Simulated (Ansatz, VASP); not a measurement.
Au: VASP beside Ansatz

The input INCAR:

```
  ALGO = Normal
  EDIFF = 1E-7
  EDIFFG = -0.01
  ENCUT = 500
  GGA = RE
  GGA_COMPAT = False
  IBRION = 2
  ISIF = 3
  ISMEAR = -1
  LASPH = True
  LCHARG = False
  LREAL = False
  LWAVE = False
  NELM = 120
  NELMIN = 4
  NSW = 80
  PREC = Accurate
  SIGMA = 0.1
```

Contents of KPOINTS:

```
k-points
0
Gamma
  5 5 5
```

File POSCAR:

```
Au
1.0
    5.1382604225      0.0000000000      0.0000000000
    0.0000000000      5.1382604225      0.0000000000
    0.0000000000      0.0000000000      5.1382604225
Au
8
Direct
    0.0000000000      0.0000000000      0.0000000000
    0.5000000000      0.5000000000      0.5000000000
    0.2500000000      0.0000000000      0.5000000000
    0.7500000000      0.0000000000      0.5000000000
    0.5000000000      0.2500000000      0.0000000000
    0.5000000000      0.7500000000      0.0000000000
    0.0000000000      0.5000000000      0.2500000000
    0.0000000000      0.5000000000      0.7500000000
```

Input for Ansatz:

```yaml
crystal:
  lattice:
    - [5.1382604225, 0.0, 0.0]
    - [0.0, 5.1382604225, 0.0]
    - [0.0, 0.0, 5.1382604225]
  atoms:
    - { symbol: Au, position: [0.0, 0.0, 0.0] }
    - { symbol: Au, position: [0.5, 0.5, 0.5] }
    - { symbol: Au, position: [0.25, 0.0, 0.5] }
    - { symbol: Au, position: [0.75, 0.0, 0.5] }
    - { symbol: Au, position: [0.5, 0.25, 0.0] }
    - { symbol: Au, position: [0.5, 0.75, 0.0] }
    - { symbol: Au, position: [0.0, 0.5, 0.25] }
    - { symbol: Au, position: [0.0, 0.5, 0.75] }
hamiltonian:
  xc: revpbe
  pseudopotentials:
    kind: paw
    azcp:
      Au: "pseudopotentials/Au.paw.azcp"
basis:
  ecutwfc: 420
  fft_grid_basis: typed
kpoints:
  mp_grid: { grid: [5, 5, 5], shift: [0, 0, 0] }
magnetization:
  spin_polarized: false
scf:
  occupations: { method: fermi_dirac, width: 0.1 }
relax:
  max_steps: 60
  f_tol: 0.01
  cell: {}
```

Alike in both runs: task relaxation of cell and atoms; functional revPBE; k mesh 5 × 5 × 5; occupations fermi-dirac, width 0.1 eV; no spin polarisation.

```csv
,VASP,Ansatz
version,VASP 6.6.1,Ansatz 0.2.0
potentials or method,"VASP PAW PBE potentials, release 64 (Au), cutoff 500 eV","plane waves (420 eV) with PAW, scalar-relativistic"
valence electrons in the cell,88,152
```

```csv
,VASP,Ansatz,Ansatz less VASP
relaxed volume (Å³/atom),18.97,19.00,+0.034
relaxed cell length with the largest relative difference (Å),5.334,5.337,+0.0032
```

VASP's potentials were made for PBE, not for revPBE. VASP's potentials hold 88 valence electrons a cell and Ansatz's 152, so a difference there can come from the potentials and not from the codes.

Spin-orbit coupling is off throughout.
